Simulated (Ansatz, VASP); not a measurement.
## K4TeBr2: VASP beside Ansatz

```xyz
7
Lattice="3.0962 -8.6132 0.0000 3.0962 8.6132 0.0000 0.0000 0.0000 5.8951" Properties=species:S:1:pos:R:3 pbc="T T T"
K     3.0962   -6.4958    2.9476
K     3.0962    6.4958    2.9476
K     3.0962   -1.8564    0.0000
K     3.0962    1.8564    0.0000
Te    0.0000    0.0000    0.0000
Br    3.0962   -3.0456    2.9476
Br    3.0962    3.0456    2.9476
```

Change from the starting cell: species swapped into the PrRe4Si2 type (Cmmm, No. 65).

Alike in both runs: functional PBE; k mesh 3 × 3 × 3; occupations gaussian, width 0.15 eV; no spin polarisation.

Ansatz relaxed the structure, and its values are those at the end. VASP's run is a single point on that final structure, the one shown.

```csv
,VASP,Ansatz
version,VASP 6.6.1,Ansatz 0.2.0
potentials or method,"VASP PAW PBE potentials, release 64 (K_sv, Te, Br), cutoff 520 eV","scalar-relativistic, plane waves, PAW"
valence electrons in the cell,56,66
```

|  | VASP | Ansatz | Ansatz less VASP |
| --- | --- | --- | --- |
| gap on the k mesh at the Fermi level (eV) | 2.11 | 2.11 | +0.002 |
| least direct gap on the mesh (eV) | 2.12 | 2.12 | +0.002 |
| pressure (GPa) | 0.2 | 0.2 | -0.02 |
| rms of the force components (eV/Å) | 0.008 | 0.007 | -0.0008 |

VASP's potentials hold 56 valence electrons a cell and Ansatz's 66, so a difference there can come from the potentials and not from the codes.

Spin-orbit coupling is off throughout.
